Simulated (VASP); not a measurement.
# Na3Sc (Pm-3m) in VASP: notebook

Na3Sc is run at these levels: LDA; tasks: single point, relaxation of volume and atoms at fixed shape.

Everything below comes from runs of VASP 6.6.1. Logs are shortened: lines on timing, memory, paths and dates and some standing lists are left out, and cuts for length are marked.

## 1. The cell of the first run

Symmetry: Pm-3m, No. 221, cubic system. Conventional cell: a = 4.872 Å, b = 4.872 Å, c = 4.872 Å, α = 90.00°, β = 90.00°, γ = 90.00°. Within 4.5 Å of Na (site symmetry 4/mmm) lie 8 Na at 3.45 Å and 4 Sc at 3.45 Å. Sc (site symmetry m-3m) has 12 Na at 3.45 Å within 4.5 Å.

## 2. Single point, LDA

The input, INCAR:

```
PREC     = Accurate       # precision mode
ENCUT    = 520            # plane-wave cutoff, eV
EDIFF    = 1E-7           # SCF threshold, eV
ISMEAR   = -1             # smearing method
SIGMA    = 0.1            # smearing width, eV
LREAL    = F              # projectors in reciprocal space
LASPH    = T              # aspherical terms in the spheres
NELM     = 100            # most SCF steps
ALGO     = Normal         # electronic algorithm
ISIF     = 2              # what is computed and relaxed
LWAVE    = F              # write WAVECAR
LCHARG   = F              # write CHGCAR
NBANDS   = 24             # bands
```

The input, KPOINTS:

```
Automatic mesh
0
Gamma
  4 4 4
```

The input, POSCAR:

```
Na3Sc
1.0
    4.8720309937      0.0000000000      0.0000000000
    0.0000000000      4.8720309937      0.0000000000
    0.0000000000      0.0000000000      4.8720309937
Na Sc
3 1
Direct
    0.0000000000      0.0000000000      0.0000000000
    0.0000000000      0.5000000000      0.5000000000
    0.5000000000      0.0000000000      0.5000000000
    0.5000000000      0.5000000000      0.0000000000
```

Potentials or basis: VASP PAW LDA potentials, release 64 (Na_pv, Sc_sv).

Started as:

```console
$ cat potpaw_LDA.64/Na_pv/POTCAR potpaw_LDA.64/Sc_sv/POTCAR > POTCAR
$ mpirun -np 1 vasp_std > vasp.out
```

OUTCAR:

```text
PREC = Accurate
   ENCUT = 520
   EDIFF = 1E-7
   ISMEAR = -1
   LREAL = F
   LASPH = T
   NELM = 100
   ISIF = 2

 ion  position               nearest neighbor table
   1  0.000  0.000  0.000-
   2  0.000  0.500  0.500-
   3  0.500  0.000  0.500-
   4  0.500  0.500  0.000-

  LATTYP: Found a simple cubic cell.
 ALAT       =     4.8720309937

  Lattice vectors:

 A1 = (   4.8720309937,   0.0000000000,   0.0000000000)
 A2 = (   0.0000000000,   4.8720309937,   0.0000000000)
 A3 = (   0.0000000000,   0.0000000000,   4.8720309937)

Analysis of symmetry for initial positions (statically):
=====================================================================
 Subroutine PRICEL returns:
 Original cell was already a primitive cell.

 Routine SETGRP: Setting up the symmetry group for a
 simple cubic supercell.

 Subroutine GETGRP returns: Found 48 space group operations
 (whereof 16 operations were pure point group operations)
 out of a pool of 48 trial point group operations.

The static configuration has the point symmetry D_4h.
 The point group associated with its full space group is O_h .

Analysis of symmetry for dynamics (positions and initial velocities):
=====================================================================
 Subroutine PRICEL returns:
 Original cell was already a primitive cell.

 Routine SETGRP: Setting up the symmetry group for a
 simple cubic supercell.

 Subroutine GETGRP returns: Found 48 space group operations
 (whereof 16 operations were pure point group operations)
 out of a pool of 48 trial point group operations.

The dynamic configuration has the point symmetry D_4h.
 The point group associated with its full space group is O_h .

 Subroutine INISYM returns: Found 48 space group operations
 (whereof 16 operations are pure point group operations),
 and found     1 'primitive' translations

----------------------------------------------------------------------------------------

                                     Primitive cell

  volume of cell :     115.6459

  direct lattice vectors                    reciprocal lattice vectors
     4.872030994  0.000000000  0.000000000     0.205253210  0.000000000  0.000000000
     0.000000000  4.872030994  0.000000000     0.000000000  0.205253210  0.000000000
     0.000000000  0.000000000  4.872030994     0.000000000  0.000000000  0.205253210

  length of vectors
     4.872030994  4.872030994  4.872030994     0.205253210  0.205253210  0.205253210

  position of ions in fractional coordinates (direct lattice)
     0.000000000  0.000000000  0.000000000
     0.000000000  0.500000000  0.500000000
     0.500000000  0.000000000  0.500000000
     0.500000000  0.500000000  0.000000000

  ion indices of the primitive-cell ions
   primitive index   ion index
                 1           1
                 2           2
                 3           3
                 4           4

----------------------------------------------------------------------------------------

 KPOINTS: Automatic mesh

Automatic generation of k-mesh.
 Grid dimensions read from file:
 generate k-points for:    4    4    4

 Generating k-lattice:

  Cartesian coordinates                     Fractional coordinates (reciprocal lattice)
     0.051313302  0.000000000  0.000000000     0.250000000  0.000000000  0.000000000
     0.000000000  0.051313302  0.000000000     0.000000000  0.250000000  0.000000000
     0.000000000  0.000000000  0.051313302     0.000000000  0.000000000  0.250000000

  Length of vectors
     0.051313302  0.051313302  0.051313302

  Shift w.r.t. Gamma in fractional coordinates (k-lattice)
     0.000000000  0.000000000  0.000000000

 Subroutine IBZKPT returns following result:
 ===========================================

 Found     10 irreducible k-points:

 Following reciprocal coordinates:
            Coordinates               Weight
  0.000000  0.000000  0.000000      1.000000
  0.250000  0.000000  0.000000      6.000000
  0.500000  0.000000  0.000000      3.000000
  0.250000  0.250000  0.000000     12.000000
  0.500000  0.250000  0.000000     12.000000
  0.500000  0.500000  0.000000      3.000000
  0.250000  0.250000  0.250000      8.000000
  0.500000  0.250000  0.250000     12.000000
  0.500000  0.500000  0.250000      6.000000
  0.500000  0.500000  0.500000      1.000000
   k-points           NKPTS =     10   k-points in BZ     NKDIM =     10   number of bands    NBANDS=     24
   number of dos      NEDOS =    301   number of ions     NIONS =      4
   total plane-waves  NPLWV =  46656
   dimension x,y,z NGX =    36 NGY =   36 NGZ =   36
   dimension x,y,z NGXF=    72 NGYF=   72 NGZF=   72
   ions per type =               3   1
   NGX,Y,Z   is equivalent  to a cutoff of  12.28, 12.28, 12.28 a.u.
   NGXF,Y,Z  is equivalent  to a cutoff of  24.57, 24.57, 24.57 a.u.
 SYSTEM =  unknown system
   PREC   = accura    normal or accurate (medium, high low for compatibility)
   ISTART =      0    job   : 0-new  1-cont  2-samecut
   ICHARG =      2    charge: 1-file 2-atom 10-const
   ISPIN  =      1    spin polarized calculation?
   LNONCOLLINEAR =      F non collinear calculations
   LSORBIT =      F    spin-orbit coupling
   LASPH  =      T    aspherical Exc in radial PAW
   ENCUT  =  520.0 eV  38.22 Ry    6.18 a.u.   9.06  9.06  9.06*2*pi/ulx,y,z
   NELM   =    100;   NELMIN=  2; NELMDL= -5     # of ELM steps
   EDIFF  = 0.1E-06   stopping-criterion for ELM
   LREAL  =      F    real-space projection
   EDIFFG = 0.1E-05   stopping-criterion for IOM
   NSW    =      0    number of steps for IOM
   IBRION =     -1    ionic relax: 0-MD 1-quasi-New 2-CG
   NFREE  =      0    steps in history (QN), initial steepest desc. (CG)
   ISIF   =      2    stress and relaxation
   ISYM   =      2    0-nonsym 1-usesym 2-fastsym
   POTIM  = 0.5000    time-step for ionic-motion
   TEBEG  =    0.0;   TEEND  =   0.0 temperature during run
   PSTRESS=    0.0 pullay stress
   NELECT =      32.0000    total number of electrons
   NUPDOWN=      -1.0000    fix difference up-down
   EMIN   =  10.00;   EMAX   =-10.00  energy-range for DOS
   EFERMI =   0.00;   METHOD = LEGACY
   ISMEAR =    -1;   SIGMA  =   0.10  broadening in eV -4-tet -1-fermi 0-gaus
   EFERMI_NEDOS =   21; number of points for ismear=-14 and -15
   IALGO  =     38    algorithm
   IMIX   =      4    mixing-type and parameters
     AMIX     =   0.40;   BMIX     =  1.00
     AMIX_MAG =   1.60;   BMIX_MAG =  1.00
  volume/ion in A,a.u.               =      28.91       195.10
  Fermi-wavevector in a.u.,A,eV,Ry     =   1.066796  2.015952 15.484166  1.138054
  Thomas-Fermi vector in A             =   2.202392
   LORBIT       =      0    0 simple, 1 ext, 2 COOP (PROOUT), +10 PAW based schemes
   GGA     = CA    functional components
   LHFCALC =     F    Hartree Fock is set to
   AEXX    =    0.0000 exact exchange contribution
   IVDW    =     0    specifies the selected vdW correction
   LEPSILON=     F    determine dielectric tensor
   LRPA    =     F    only Hartree local field effects (RPA)
 non-spin polarized calculation
  energy-cutoff  :      520.00
  volume of cell :      115.65
 maximum number of plane-waves:      3136
   NGX = 19   NGY = 19   NGZ = 19

 number of electron      31.9999967 magnetization

 Free energy of the ion-electron system (eV)
  ---------------------------------------------------
  ext. energy  EPLUGINS =         0.00000000
  ---------------------------------------------------
  free energy    TOTEN  =        -9.39188200 eV

  energy without entropy =       -9.22214239  energy(sigma->0) =       -9.30701220

 E-fermi :   1.2249     XC(G=0):  -8.0215

 val. band max:        1.2118081262   @ k =   0.2500   0.0000   0.0000
 cond. band min:       1.2469282492   @ k =   0.5000   0.2500   0.0000
 fundamental gap:      0.0351201230
 Fermi energy:         1.2249268147

 k-point     1 :       0.0000    0.0000    0.0000
  band No.  band energies     occupation
      1     -48.8078      2.00000
      2     -27.7600      2.00000
      3     -27.7600      2.00000
      4     -27.7600      2.00000
      5     -23.0302      2.00000
      6     -23.0302      2.00000
[... 16 lines left out ...]
     23       3.9146      0.00000
     24       6.2855      0.00000

 k-point     2 :       0.2500    0.0000    0.0000
  band No.  band energies     occupation
      1     -48.8078      2.00000
      2     -27.7609      2.00000
      3     -27.7599      2.00000
      4     -27.7599      2.00000
      5     -23.0261      2.00000
      6     -23.0261      2.00000
[... 16 lines left out ...]
     23       4.6996      0.00000
     24       6.4491      0.00000

 k-point     3 :       0.5000    0.0000    0.0000
  band No.  band energies     occupation
      1     -48.8077      2.00000
      2     -27.7617      2.00000
      3     -27.7597      2.00000
      4     -27.7597      2.00000
      5     -23.0212      2.00000
      6     -23.0212      2.00000
[... 16 lines left out ...]
     23       4.7436      0.00000
     24       6.1376      0.00000

 k-point     4 :       0.2500    0.2500    0.0000
  band No.  band energies     occupation
      1     -48.8078      2.00000
      2     -27.7609      2.00000
      3     -27.7607      2.00000
      4     -27.7597      2.00000
      5     -23.0312      2.00000
      6     -23.0217      2.00000
[... 16 lines left out ...]
     23       4.7823      0.00000
     24       6.2235      0.00000

 k-point     5 :       0.5000    0.2500    0.0000
  band No.  band energies     occupation
      1     -48.8077      2.00000
      2     -27.7618      2.00000
      3     -27.7608      2.00000
      4     -27.7596      2.00000
      5     -23.0303      2.00000
      6     -23.0161      2.00000
[... 16 lines left out ...]
     23       4.9833      0.00000
     24       6.1948      0.00000

 k-point     6 :       0.5000    0.5000    0.0000
  band No.  band energies     occupation
      1     -48.8077      2.00000
      2     -27.7618      2.00000
      3     -27.7618      2.00000
      4     -27.7595      2.00000
      5     -23.0354      2.00000
      6     -23.0133      2.00000
[... 16 lines left out ...]
     23       5.7111      0.00000
     24       6.2858      0.00000

 k-point     7 :       0.2500    0.2500    0.2500
  band No.  band energies     occupation
      1     -48.8077      2.00000
      2     -27.7609      2.00000
      3     -27.7609      2.00000
      4     -27.7606      2.00000
      5     -23.0403      2.00000
      6     -23.0081      2.00000
[... 16 lines left out ...]
     23       4.6458      0.00000
     24       6.0340      0.00000

 k-point     8 :       0.5000    0.2500    0.2500
  band No.  band energies     occupation
      1     -48.8077      2.00000
      2     -27.7618      2.00000
      3     -27.7608      2.00000
      4     -27.7606      2.00000
      5     -23.0436      2.00000
      6     -23.0067      2.00000
[... 16 lines left out ...]
     23       3.4124      0.00000
     24       5.0470      0.00000

 k-point     9 :       0.5000    0.5000    0.2500
  band No.  band energies     occupation
      1     -48.8077      2.00000
      2     -27.7618      2.00000
      3     -27.7618      2.00000
      4     -27.7607      2.00000
      5     -23.0507      2.00000
      6     -23.0127      2.00000
[... 16 lines left out ...]
     23       3.8934      0.00000
     24       5.2000      0.00000

 k-point    10 :       0.5000    0.5000    0.5000
  band No.  band energies     occupation
      1     -48.8077      2.00000
      2     -27.7619      2.00000
      3     -27.7619      2.00000
      4     -27.7619      2.00000
      5     -23.0603      2.00000
      6     -23.0121      2.00000
[... 16 lines left out ...]
     23       2.3796      0.00002
     24       4.7309      0.00000

------------------------ aborting loop because EDIFF is reached ----------------------------------------

  FORCE on cell =-STRESS in cart. coord.  units (eV):
  Direction    XX          YY          ZZ          XY          YZ          ZX
  --------------------------------------------------------------------------------------
  -------------------------------------------------------------------------------------
  Total       -0.0204739     -0.0204739     -0.0204739      0.0000000      0.0000000     -0.0000000
  in kB       -0.2836489     -0.2836489     -0.2836489      0.0000000      0.0000000     -0.0000000
  external PRESSURE =      -0.2836489 kB  Pullay stress =       0.0000000 kB

 VOLUME and BASIS-vectors are now :
 -----------------------------------------------------------------------------
  energy-cutoff  :      520.00
  volume of cell :      115.65
      direct lattice vectors                 reciprocal lattice vectors
     4.872030994  0.000000000  0.000000000     0.205253210  0.000000000  0.000000000
     0.000000000  4.872030994  0.000000000     0.000000000  0.205253210  0.000000000
     0.000000000  0.000000000  4.872030994     0.000000000  0.000000000  0.205253210

 POSITION                                       TOTAL-FORCE (eV/Angst)
 -----------------------------------------------------------------------------------
      0.00000      0.00000      0.00000         0.000000      0.000000      0.000000
      0.00000      2.43602      2.43602         0.000000      0.000000      0.000000
      2.43602      0.00000      2.43602         0.000000      0.000000      0.000000
      2.43602      2.43602      0.00000         0.000000      0.000000      0.000000
 -----------------------------------------------------------------------------------
    total drift:                                0.000000      0.000000      0.000000

  FREE ENERGIE OF THE ION-ELECTRON SYSTEM (eV)
  ---------------------------------------------------
  free  energy   TOTEN  =        -9.3918820021 eV

  energy  without entropy=       -9.2221423933  energy(sigma->0) =       -9.30701220
```

It took 19 s on 1 thread of AMD EPYC 7R43 (Zen 3), shared host; peak memory 0.15 GiB.

What came out:

- Free energy: -9.3919 eV
- Pressure: 0.0 GPa
- Band gap on the k mesh: zero (band 16 reaches 1.30 eV, above the bottom of band 17 at 0.52 eV)

Levels at points of the mesh, in eV from the Fermi level:
| k point | band 14 | band 15 | band 16 | band 17 | band 18 | band 19 |
| --- | --- | --- | --- | --- | --- | --- |
| (0.00, 0.00, 0.00) | -4.03 | -0.10 | -0.10 | 0.83 | 0.83 | 0.83 |
| (0.50, 0.00, 0.00) | -2.65 | -2.10 | 0.08 | 0.46 | 0.46 | 0.88 |
| (0.50, 0.50, 0.00) | -1.35 | -1.06 | -0.70 | -0.70 | 0.58 | 0.58 |
| (0.50, 0.50, 0.50) | -0.32 | -0.32 | -0.32 | 0.44 | 0.44 | 0.44 |

## 3. Relaxation of volume and atoms at fixed shape, LDA

This run uses another cell than the first one, of 35.20 Å³/atom, 1.218 times its volume.

The input, INCAR:

```
SYSTEM = Na3Sc
  ALGO = Normal
  EDIFF = 1E-6
  EDIFFG = -0.01
  ENCUT = 600
  IBRION = 2
  ISIF = 8
  ISMEAR = -1
  LASPH = .True.
  LCHARG = .False.
  LREAL = .False.
  LWAVE = .False.
  NELM = 60
  NSW = 80
  PREC = Accurate
  SIGMA = 0.1
```

The input, KPOINTS:

```
k-points
0
Gamma
  4 4 4
  0 0 0
```

The input, POSCAR:

```
Na3Sc
1.0
    5.2025000000      0.0000000000      0.0000000000
    0.0000000000      5.2025000000      0.0000000000
    0.0000000000      0.0000000000      5.2025000000
Na Sc
3 1
Direct
    0.0000000000      0.0000000000      0.0000000000
    0.0000000000      0.5000000000      0.5000000000
    0.5000000000      0.0000000000      0.5000000000
    0.5000000000      0.5000000000      0.0000000000
```

Potentials or basis: VASP PAW LDA potentials, release 64 (Na_pv, Sc_sv).

Started as:

```console
$ cat potpaw_LDA.64/Na_pv/POTCAR potpaw_LDA.64/Sc_sv/POTCAR > POTCAR
$ mpirun -np 1 vasp_std > vasp.out
```

Wall time 86 s (1 thread of AMD EPYC 7R43 (Zen 3), shared host); peak memory 0.2 GiB.

It converged, with:

* Free energy: -9.3945 eV
* Relaxed volume: 28.86 Å³/atom
* Relaxed cell: a = 4.869 Å, b = 4.869 Å, c = 4.869 Å, α = 90.00°, β = 90.00°, γ = 90.00°
* Space group after relaxing (to 0.05 Å): Pm-3m (No. 221)
* Energy gained by relaxing: 51.8 meV/atom
* Ionic steps: 5
* Pressure after relaxing: 0.0 GPa
* Band gap on the k mesh: zero (band 16 reaches 1.31 eV, above the bottom of band 17 at 0.53 eV)

Step by step:
| step | energy change (eV) | largest force (eV/Å) | pressure (GPa) | volume (Å³) |
| --- | --- | --- | --- | --- |
| 1 | 0.0000 | 0.0000 | -2.21 | 140.81 |
| 2 | -0.1177 | 0.0000 | -1.64 | 131.13 |
| 3 | -0.2017 | 0.0000 | -0.46 | 118.96 |
| 4 | -0.2069 | 0.0000 | 0.06 | 114.96 |
| 5 | -0.2070 | 0.0000 | 0.00 | 115.44 |

Final structure:
```xyz
4
Lattice="4.8691 0.0000 0.0000 0.0000 4.8691 0.0000 0.0000 0.0000 4.8691" Properties=species:S:1:pos:R:3 pbc="T T T"
Na    0.0000    0.0000    0.0000
Na    0.0000    2.4346    2.4346
Na    2.4346    0.0000    2.4346
Sc    2.4346    2.4346    0.0000
```

Levels at points of the mesh, in eV from the Fermi level:
```csv
k point,band 13,band 14,band 15,band 16,band 17,band 18,band 19,band 20
"(0.00, 0.00, 0.00)",-24.19,-4.03,-0.10,-0.10,0.83,0.83,0.83,2.02
"(0.50, 0.00, 0.00)",-24.20,-2.65,-2.11,0.08,0.46,0.46,0.88,1.09
"(0.50, 0.50, 0.00)",-24.19,-1.35,-1.06,-0.70,-0.70,0.58,0.58,0.99
"(0.50, 0.50, 0.50)",-24.19,-0.33,-0.33,-0.33,0.44,0.44,0.44,0.46
```

Caveat: the volume moved by over 15 % at a fixed basis, so the end points are rough.
